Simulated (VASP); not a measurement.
A run of VASP 6.6.1:

The input INCAR:

```
PREC     = Accurate       # precision mode
ENCUT    = 600            # plane-wave cutoff, eV
EDIFF    = 1E-6           # SCF threshold, eV
ISMEAR   = 0              # smearing method
SIGMA    = 0.05           # smearing width, eV
LREAL    = False          # projectors in reciprocal space
LASPH    = True           # aspherical terms in the spheres
NELM     = 80             # most SCF steps
ALGO     = Normal         # electronic algorithm
ISIF     = 3              # what is computed and relaxed
LWAVE    = False          # write WAVECAR
LCHARG   = False          # write CHGCAR
GGA      = PE             # functional
IBRION   = 2              # ionic algorithm
NSW      = 80             # ionic steps
EDIFFG   = -0.01          # ionic threshold
```

Contents of KPOINTS:

```
regular mesh
0
Gamma
  10 10 6
```

File POSCAR:

```
LaC
1.0
    4.0362177981      0.0000000000      0.0000000000
   -2.0181088990      3.4954671484      0.0000000000
    0.0000000000      0.0000000000      6.6103928554
La C
2 2
Direct
    0.6666666667      0.3333333333      0.0000000000
    0.3333333333      0.6666666667      0.5000000000
    0.6666666667      0.3333333333      0.6252000000
    0.3333333333      0.6666666667      0.1252000000
```

Potentials or basis: VASP PAW PBE potentials, release 64 (La, C).

Command:

```bash
$ cat potpaw_PBE.64/La/POTCAR potpaw_PBE.64/C/POTCAR > POTCAR
$ mpirun -np 1 vasp_std > vasp.out
```

Hardware: 1 thread of Intel(R) Xeon(R) 6975P-C (Granite Rapids) (shared host).

Problem. Estimate the wall time of this run.

Solution. Run time: 19 min on 1 thread of Intel(R) Xeon(R) 6975P-C (Granite Rapids) (shared host), peak memory 0.33 GiB. Counts: scf iterations 278, k points 56, ion steps 36.
